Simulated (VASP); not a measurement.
Input of a VASP 6.6.1 run:

File INCAR:

```
PREC     = Accurate       # precision mode
ENCUT    = 520            # plane-wave cutoff, eV
EDIFF    = 1E-6           # SCF threshold, eV
ISMEAR   = -1             # smearing method
SIGMA    = 0.15           # smearing width, eV
LREAL    = False          # projectors in reciprocal space
LASPH    = True           # aspherical terms in the spheres
NELM     = 100            # most SCF steps
ALGO     = Normal         # electronic algorithm
ISIF     = 2              # what is computed and relaxed
LWAVE    = False          # write WAVECAR
LCHARG   = False          # write CHGCAR
GGA      = PS             # functional
NBANDS   = 60             # bands
```

File KPOINTS:

```
regular mesh
0
Gamma
  2 2 2
```

POSCAR

```
CuRe12
1.0
    5.5200000000      0.0000000000      0.0000000000
   -4.1400000000      7.1706900000      0.0000000000
    0.0000000000      0.0000000000      4.4574000000
Re Cu
12 1
Direct
   -0.0220639652     -0.0341529197      0.0414142774
    0.1940396792      0.2156277848      0.4558262664
   -0.0027995547      0.3139725745     -0.0726208103
    0.1653895432      0.5700846083      0.4929555346
   -0.0405686691      0.6325751078      0.0120698165
    0.1163176277      0.8525539383      0.5482568313
    0.4485384407     -0.0597989873      0.1045901198
    0.7327871354      0.2876292240      0.3580562660
    0.4541404161      0.3532017142     -0.0040157940
    0.6405429076      0.5802649396      0.5264503971
    0.5037477490      0.6739100421     -0.0322160901
    0.6853139755      0.9323510011      0.5955041055
    0.4577793737      0.1305174258      0.7470049805
```

Potentials or basis: VASP PAW PBE potentials, release 64 (Re, Cu).

The run is started by

```bash
$ cat potpaw_PBE.64/Re/POTCAR potpaw_PBE.64/Cu/POTCAR > POTCAR
$ mpirun -np 1 vasp_std > vasp.out
```

(1) Predict the pressure.

(2) Predict the largest force.

## Answers

(1) 40.7 GPa.

(2) 4.279 eV/Å.

Caveat: the k points lie up to 0.70 Å⁻¹ apart; the PAW data sets were made with another functional, which shifts forces and pressure a little.
